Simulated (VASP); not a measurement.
# TiC (Fm-3m) in VASP: notebook

Runs on TiC. Level: PBE+D3(BJ). Tasks: single point, relaxation of cell and atoms.

Program: VASP 6.6.1. These are calculated values, not measurements. Logs are shortened: lines on timing, memory, paths and dates and some standing lists are left out, and cuts for length are marked.

## 1. The cell of the first run

It takes space group Fm-3m (No. 225, cubic). The conventional cell has a = 4.291 Å, b = 4.291 Å, c = 4.291 Å, α = 90.00°, β = 90.00°, γ = 90.00°. Ti (site symmetry m-3m) has 6 C at 2.15 Å within 2.8 Å. C (site symmetry m-3m) has 6 Ti at 2.15 Å within 2.8 Å.

## 2. Single point, PBE+D3(BJ)

Contents of INCAR:

```
SYSTEM = TiC
  PREC = Accurate
  ENCUT = 520
  EDIFF = 1E-6
  ISMEAR = 0
  SIGMA = 0.1
  LREAL = .False.
  LASPH = .True.
  NELM = 60
  ALGO = Normal
  ISIF = 2
  LWAVE = .False.
  LCHARG = .False.
  GGA = PE
  IVDW = 12
  NBANDS = 15
```

Contents of KPOINTS:

```
regular mesh
0
Gamma
  16 16 16
  0 0 0
```

Contents of POSCAR:

```
TiC
1.0
    0.0000000000      2.1455796423      2.1455796423
    2.1455796423      0.0000000000      2.1455796423
    2.1455796423      2.1455796423      0.0000000000
Ti C
1 1
Direct
    0.0000000000      0.0000000000      0.0000000000
    0.5000000000      0.5000000000      0.5000000000
```

Potentials or basis: VASP PAW PBE potentials, release 64 (Ti_sv, C).

Started as:

```
$ cat potpaw_PBE.64/Ti_sv/POTCAR potpaw_PBE.64/C/POTCAR > POTCAR
$ mpirun -np 1 vasp_std > vasp.out
```

OUTCAR:

```text
SYSTEM = TiC
   PREC = Accurate
   ENCUT = 520
   EDIFF = 1E-6
   ISMEAR = 0
   LREAL = .False.
   LASPH = .True.
   NELM = 60
   ISIF = 2
   GGA = PE
   IVDW = 12
 IVDW          = 12

 ion  position               nearest neighbor table
   1  0.000  0.000  0.000-   2 2.15   2 2.15   2 2.15   2 2.15   2 2.15   2 2.15
   2  0.500  0.500  0.500-   1 2.15   1 2.15   1 2.15   1 2.15   1 2.15   1 2.15

  LATTYP: Found a face centered cubic cell.
 ALAT       =     4.2911592846

  Lattice vectors:

 A1 = (   0.0000000000,   2.1455796423,   2.1455796423)
 A2 = (   2.1455796423,   0.0000000000,   2.1455796423)
 A3 = (   2.1455796423,   2.1455796423,   0.0000000000)

Analysis of symmetry for initial positions (statically):
=====================================================================
 Subroutine PRICEL returns:
 Original cell was already a primitive cell.

 Routine SETGRP: Setting up the symmetry group for a
 face centered cubic supercell.

 Subroutine GETGRP returns: Found 48 space group operations
 (whereof 48 operations were pure point group operations)
 out of a pool of 48 trial point group operations.

The static configuration has the point symmetry O_h .

Analysis of symmetry for dynamics (positions and initial velocities):
=====================================================================
 Subroutine PRICEL returns:
 Original cell was already a primitive cell.

 Routine SETGRP: Setting up the symmetry group for a
 face centered cubic supercell.

 Subroutine GETGRP returns: Found 48 space group operations
 (whereof 48 operations were pure point group operations)
 out of a pool of 48 trial point group operations.

The dynamic configuration has the point symmetry O_h .

 Subroutine INISYM returns: Found 48 space group operations
 (whereof 48 operations are pure point group operations),
 and found     1 'primitive' translations

----------------------------------------------------------------------------------------

                                     Primitive cell

  volume of cell :      19.7544

  direct lattice vectors                    reciprocal lattice vectors
     0.000000000  2.145579642  2.145579642    -0.233037260  0.233037260  0.233037260
     2.145579642  0.000000000  2.145579642     0.233037260 -0.233037260  0.233037260
     2.145579642  2.145579642  0.000000000     0.233037260  0.233037260 -0.233037260

  length of vectors
     3.034307829  3.034307829  3.034307829     0.403632374  0.403632374  0.403632374

  position of ions in fractional coordinates (direct lattice)
     0.000000000  0.000000000  0.000000000
     0.500000000  0.500000000  0.500000000

  ion indices of the primitive-cell ions
   primitive index   ion index
                 1           1
                 2           2

----------------------------------------------------------------------------------------

 KPOINTS: regular mesh

Automatic generation of k-mesh.
 Grid dimensions read from file:
 generate k-points for:   16   16   16

 Generating k-lattice:

  Cartesian coordinates                     Fractional coordinates (reciprocal lattice)
    -0.014564829  0.014564829  0.014564829     0.062500000  0.000000000  0.000000000
     0.014564829 -0.014564829  0.014564829     0.000000000  0.062500000  0.000000000
     0.014564829  0.014564829 -0.014564829     0.000000000  0.000000000  0.062500000

  Length of vectors
     0.025227023  0.025227023  0.025227023

  Shift w.r.t. Gamma in fractional coordinates (k-lattice)
     0.000000000  0.000000000  0.000000000

 Subroutine IBZKPT returns following result:
 ===========================================

 Found    145 irreducible k-points:

 Following reciprocal coordinates:
            Coordinates               Weight
  0.000000  0.000000  0.000000      1.000000
  0.062500  0.000000  0.000000      8.000000
  0.125000  0.000000  0.000000      8.000000
  0.187500  0.000000  0.000000      8.000000
  0.250000  0.000000  0.000000      8.000000
  0.312500  0.000000  0.000000      8.000000
[... 16 lines left out ...]
 -0.125000  0.062500  0.000000     24.000000
 -0.062500  0.062500  0.000000     12.000000
 [... further k-points ...]
   k-points           NKPTS =    145   k-points in BZ     NKDIM =    145   number of bands    NBANDS=     15
   number of dos      NEDOS =    301   number of ions     NIONS =      2
   total plane-waves  NPLWV =  13824
   dimension x,y,z NGX =    24 NGY =   24 NGZ =   24
   dimension x,y,z NGXF=    48 NGYF=   48 NGZF=   48
   ions per type =               1   1
   NGX,Y,Z   is equivalent  to a cutoff of  13.15, 13.15, 13.15 a.u.
   NGXF,Y,Z  is equivalent  to a cutoff of  26.30, 26.30, 26.30 a.u.
 SYSTEM =  TiC
   PREC   = accura    normal or accurate (medium, high low for compatibility)
   ISTART =      0    job   : 0-new  1-cont  2-samecut
   ICHARG =      2    charge: 1-file 2-atom 10-const
   ISPIN  =      1    spin polarized calculation?
   LNONCOLLINEAR =      F non collinear calculations
   LSORBIT =      F    spin-orbit coupling
   LASPH  =      T    aspherical Exc in radial PAW
   ENCUT  =  520.0 eV  38.22 Ry    6.18 a.u.   5.64  5.64  5.64*2*pi/ulx,y,z
   NELM   =     60;   NELMIN=  2; NELMDL= -5     # of ELM steps
   EDIFF  = 0.1E-05   stopping-criterion for ELM
   LREAL  =      F    real-space projection
   EDIFFG = 0.1E-04   stopping-criterion for IOM
   NSW    =      0    number of steps for IOM
   IBRION =     -1    ionic relax: 0-MD 1-quasi-New 2-CG
   NFREE  =      0    steps in history (QN), initial steepest desc. (CG)
   ISIF   =      2    stress and relaxation
   ISYM   =      2    0-nonsym 1-usesym 2-fastsym
   POTIM  = 0.5000    time-step for ionic-motion
   TEBEG  =    0.0;   TEEND  =   0.0 temperature during run
   PSTRESS=    0.0 pullay stress
   NELECT =      16.0000    total number of electrons
   NUPDOWN=      -1.0000    fix difference up-down
   EMIN   =  10.00;   EMAX   =-10.00  energy-range for DOS
   EFERMI =   0.00;   METHOD = LEGACY
   ISMEAR =     0;   SIGMA  =   0.10  broadening in eV -4-tet -1-fermi 0-gaus
   EFERMI_NEDOS =   21; number of points for ismear=-14 and -15
   IALGO  =     38    algorithm
   IMIX   =      4    mixing-type and parameters
     AMIX     =   0.40;   BMIX     =  1.00
     AMIX_MAG =   1.60;   BMIX_MAG =  1.00
  volume/ion in A,a.u.               =       9.88        66.65
  Fermi-wavevector in a.u.,A,eV,Ry     =   1.526020  2.883759 31.684385  2.328737
  Thomas-Fermi vector in A             =   2.634110
   LORBIT       =      0    0 simple, 1 ext, 2 COOP (PROOUT), +10 PAW based schemes
   GGA     = PE    functional components
   LHFCALC =     F    Hartree Fock is set to
   AEXX    =    0.0000 exact exchange contribution
   IVDW    =    12    specifies the selected vdW correction
   LEPSILON=     F    determine dielectric tensor
   LRPA    =     F    only Hartree local field effects (RPA)
 non-spin polarized calculation
 Gauss-broadening in eV      SIGMA  =   0.10
  energy-cutoff  :      520.00
  volume of cell :       19.75
 maximum number of plane-waves:       544
   NGX = 11   NGY = 11   NGZ = 11

 number of electron      16.0000003 magnetization

 Free energy of the ion-electron system (eV)
  ---------------------------------------------------
  ext. energy  EPLUGINS =         0.00000000
  ---------------------------------------------------
  free energy    TOTEN  =       -18.69476067 eV

  energy without entropy =      -18.69278635  energy(sigma->0) =      -18.69377351

 E-fermi :   9.7394     XC(G=0): -12.8437

 val. band max:        9.7352796311   @ k =   0.1250   0.1250   0.0000
 cond. band min:       9.7436317940   @ k =   0.1250   0.0625   0.0000
 fundamental gap:      0.0083521629
 Fermi energy:         9.7393968900

 k-point     1 :       0.0000    0.0000    0.0000
  band No.  band energies     occupation
      1     -46.7620      2.00000
      2     -22.7706      2.00000
      3     -22.7706      2.00000
      4     -22.7706      2.00000
      5      -2.7833      2.00000
      6      10.4490      0.00000
      7      10.4490      0.00000
      8      10.4490      0.00000
      9      11.4581      0.00000
     10      11.4581      0.00000
     11      11.4581      0.00000
     12      11.5187      0.00000
     13      11.5187      0.00000
     14      20.6443      0.00000
     15      23.8896      0.00000

 k-point     2 :       0.0625    0.0000    0.0000
  band No.  band energies     occupation
      1     -46.7589      2.00000
      2     -22.7925      2.00000
      3     -22.7727      2.00000
      4     -22.7727      2.00000
      5      -2.6916      2.00000
      6       9.9918      0.00036
      7      10.2360      0.00000
      8      10.2360      0.00000
      9      10.7981      0.00000
     10      10.7981      0.00000
     11      11.7104      0.00000
     12      12.5261      0.00000
     13      12.5261      0.00000
     14      20.8025      0.00000
     15      23.9396      0.00000

 k-point     3 :       0.1250    0.0000    0.0000
  band No.  band energies     occupation
      1     -46.7500      2.00000
      2     -22.8542      2.00000
      3     -22.7784      2.00000
      4     -22.7784      2.00000
      5      -2.4224      2.00000
      6       9.0954      2.00000
      7       9.4463      1.99997
      8       9.4463      1.99997
      9      10.8824      0.00000
     10      10.8824      0.00000
     11      12.0578      0.00000
     12      13.6227      0.00000
     13      13.6227      0.00000
     14      21.1831      0.00000
     15      23.9992      0.00000
[... 343 lines left out ...]
 k-point    23 :      -0.1250    0.0625    0.0000
  band No.  band energies     occupation
      1     -46.7434      2.00000
      2     -22.8900      2.00000
      3     -22.7987      2.00000
      4     -22.7754      2.00000
      5      -2.2219      2.00000
      6       8.5981      2.00000
      7       8.9195      2.00000
      8       9.1344      2.00000
      9      10.7685      0.00000
     10      11.3411      0.00000
     11      12.3761      0.00000
     12      13.4742      0.00000
     13      14.6208      0.00000
     14      21.4378      0.00000
     15      24.0037      0.00000

 k-point    24 :      -0.0625    0.0625    0.0000
  band No.  band energies     occupation
      1     -46.7538      2.00000
      2     -22.8225      2.00000
      3     -22.7849      2.00000
      4     -22.7719      2.00000
      5      -2.5417      2.00000
      6       9.5181      1.99825
      7       9.7072      1.35160
      8       9.7078      1.34463
      9      10.5641      0.00000
     10      11.1659      0.00000
     11      12.0681      0.00000
     12      12.6609      0.00000
     13      13.5431      0.00000
     14      21.0452      0.00000
     15      23.9945      0.00000

 [... further k-points ...]

------------------------ aborting loop because EDIFF is reached ----------------------------------------

 Edisp (eV)   -0.91716

 E8    (eV) :    -0.3940

  FORCE on cell =-STRESS in cart. coord.  units (eV):
  Direction    XX          YY          ZZ          XY          YZ          ZX
  --------------------------------------------------------------------------------------
  -------------------------------------------------------------------------------------
  Total       0.02482     0.02482     0.02482     0.00000     0.00000    -0.00000
  in kB       2.01286     2.01286     2.01286     0.00000     0.00000    -0.00000
  external pressure =        2.01 kB  Pullay stress =        0.00 kB

 VOLUME and BASIS-vectors are now :
 -----------------------------------------------------------------------------
  energy-cutoff  :      520.00
  volume of cell :       19.75
      direct lattice vectors                 reciprocal lattice vectors
     0.000000000  2.145579642  2.145579642    -0.233037260  0.233037260  0.233037260
     2.145579642  0.000000000  2.145579642     0.233037260 -0.233037260  0.233037260
     2.145579642  2.145579642  0.000000000     0.233037260  0.233037260 -0.233037260

 POSITION                                       TOTAL-FORCE (eV/Angst)
 -----------------------------------------------------------------------------------
      0.00000      0.00000      0.00000        -0.000000      0.000000      0.000000
      2.14558      2.14558      2.14558         0.000000     -0.000000     -0.000000
 -----------------------------------------------------------------------------------
    total drift:                                0.000000     -0.000000     -0.000000

  FREE ENERGIE OF THE ION-ELECTRON SYSTEM (eV)
  ---------------------------------------------------
  free  energy   TOTEN  =       -19.6119176830 eV

  energy  without entropy=      -19.6099433645  energy(sigma->0) =      -19.61093052
```

It took 14 s on 1 thread of Intel Xeon 6975P-C (Granite Rapids), shared host; peak memory 0.18 GiB.

What came out:

```
Free energy                : -19.6119 eV
Pressure                   : 0.2 GPa
Band gap on the k mesh     : zero (band 8 reaches 10.45 eV, above the bottom of band 9 at 9.34 eV)
Dispersion energy per atom : -0.459 eV
```

Caveat: pairwise dispersion overbinds metals, which lowers pressure and volume.

## 3. Relaxation of cell and atoms, PBE+D3(BJ)

This run uses another cell than the first one, of 10.17 Å³/atom, 1.029 times its volume.

Contents of INCAR:

```
ALGO = Normal ; EDIFF = 1E-7
EDIFFG = -0.005 ; ENCUT = 600
GGA = PE ; IBRION = 2
ISIF = 3 ; ISMEAR = 0
IVDW = 12 ; LASPH = True
LCHARG = False ; LREAL = False
LWAVE = False ; NELM = 60
NSW = 70 ; PREC = Accurate
SIGMA = 0.1
```

Contents of KPOINTS:

```
k-points
0
Gamma
  16 16 16
```

Contents of POSCAR:

```
TiC
1.0
    0.0000000000      2.1664107360      2.1664107360
    2.1664107360      0.0000000000      2.1664107360
    2.1664107360      2.1664107360      0.0000000000
Ti C
1 1
Direct
    0.0000000000      0.0000000000      0.0000000000
    0.5000000000      0.5000000000      0.5000000000
```

Potentials or basis: VASP PAW PBE potentials, release 64 (Ti_sv, C).

Started as:

```
$ cat potpaw_PBE.64/Ti_sv/POTCAR potpaw_PBE.64/C/POTCAR > POTCAR
$ mpirun -np 1 vasp_std > vasp.out
```

Run time: 33 s. Hardware: 1 thread of Intel Xeon 6975P-C (Granite Rapids), shared host; peak memory 0.18 GiB.

The run converged. Its results:

```yaml
Free_energy: -19.6132 eV
Relaxed_volume: 9.88 Å³/atom
Relaxed_cell: a = 3.035 Å, b = 3.035 Å, c = 3.035 Å, α = 60.00°, β = 60.00°, γ = 60.00°
Space_group_after_relaxing_to_0.05_Å: Fm-3m (No. 225)
Energy_gained_by_relaxing: 6.6 meV/atom
Ionic_steps: 3
Pressure_after_relaxing: -0.1 GPa
Band_gap_on_the_k_mesh: zero (band 8 reaches 10.44 eV, above the bottom of band 9 at 9.33 eV)
Dispersion_energy_per_atom: -0.458 eV
```

The path:
```csv
step,energy change (eV),largest force (eV/Å),pressure (GPa),volume (Å³)
1,0.0000,0.0000,-7.14,20.34
2,0.0102,0.0000,10.61,19.03
3,-0.0132,0.0000,-0.06,19.76
```

Final structure:
```
CELL_PARAMETERS angstrom
0.00000 2.14593 2.14593
2.14593 0.00000 2.14593
2.14593 2.14593 0.00000
ATOMIC_POSITIONS crystal
Ti 0.00000 0.00000 0.00000
C 0.50000 0.50000 0.50000
```

Levels at points of the mesh, in eV from the Fermi level:
```tsv
k point	band 6	band 7	band 8	band 9	band 10	band 11
(0.00, 0.00, 0.00)	0.71	0.71	0.71	1.72	1.72	1.72
(0.50, 0.00, 0.00)	-5.96	-2.98	-2.98	3.03	3.03	4.26
(0.50, 0.50, 0.00)	-3.44	-1.69	-0.01	-0.01	2.82	3.66
```

Caveat: pairwise dispersion overbinds metals, which lowers pressure and volume.
